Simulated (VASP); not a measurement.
ScTa2:

```xyz
3
Lattice="4.7990 0.0000 0.0000 -2.3995 4.1560 0.0000 0.0000 0.0000 2.9461" Properties=species:S:1:pos:R:3 pbc="T T T"
Sc    0.0000    0.0000    0.0000
Ta    0.0000    2.7707    1.7537
Ta    2.3995    1.3853    1.1925
```

```yaml
Program: VASP 6.6.1
Task: relaxation of cell and atoms
Functional: PBE
Potentials_or_basis: VASP PAW PBE potentials, release 64 (Sc_sv, Ta_pv)
Cutoff: 600 eV
k_mesh: 6 × 6 × 6
Occupations: gaussian, width 0.1 eV
Spin: no spin polarisation
```

At the start: pressure 0.3 GPa; volume 19.59 Å³/atom.

Problem. How do energy, volume and symmetry change on relaxing?

Solution. Over 16 steps the energy falls by 18.6 meV/atom and the volume is 19.89 Å³/atom (+1.5 %); space group P6/mmm (No. 191, to 0.05 Å).

Step by step:
| step | energy change (eV) | largest force (eV/Å) | pressure (GPa) | volume (Å³) |
| --- | --- | --- | --- | --- |
| 1 | 0.0000 | 0.1795 | 0.32 | 58.76 |
| 2 | -0.0036 | 0.1865 | -0.32 | 59.09 |
| 3 | -0.0060 | 0.1993 | -1.26 | 59.59 |
| 4 | -0.0074 | 0.1965 | -1.17 | 59.57 |
| 5 | -0.0112 | 0.1846 | -0.93 | 59.51 |
| 6 | -0.0169 | 0.1535 | -0.45 | 59.38 |
| 7 | -0.0204 | 0.1197 | 0.52 | 59.13 |
| 8 | -0.0238 | 0.1173 | 0.57 | 59.15 |
| 9 | -0.0332 | 0.1149 | 0.65 | 59.21 |
| 10 | -0.0504 | 0.0777 | 0.62 | 59.33 |
| 11 | -0.0522 | 0.0083 | 0.21 | 59.57 |
| 12 | -0.0537 | 0.0023 | 0.35 | 59.51 |
| 13 | -0.0545 | 0.0096 | 0.45 | 59.45 |
| 14 | -0.0554 | 0.0004 | -0.22 | 59.74 |
| 15 | -0.0554 | 0.0003 | -0.24 | 59.75 |
| 16 | -0.0558 | 0.0005 | -0.05 | 59.66 |

Final structure:
```cif
data_structure
_symmetry_space_group_name_H-M 'P 1'
_symmetry_Int_Tables_number 1
_cell_length_a 4.8538
_cell_length_b 4.8538
_cell_length_c 2.9242
_cell_angle_alpha 90.000
_cell_angle_beta 90.000
_cell_angle_gamma 120.000
_cell_volume 59.66
loop_
_atom_site_label
_atom_site_type_symbol
_atom_site_fract_x
_atom_site_fract_y
_atom_site_fract_z
_atom_site_occupancy
Sc1 Sc 0.00000 0.00000 0.00000 1
Ta1 Ta 0.33333 0.66667 0.50283 1
Ta2 Ta 0.66667 0.33333 0.49717 1
```
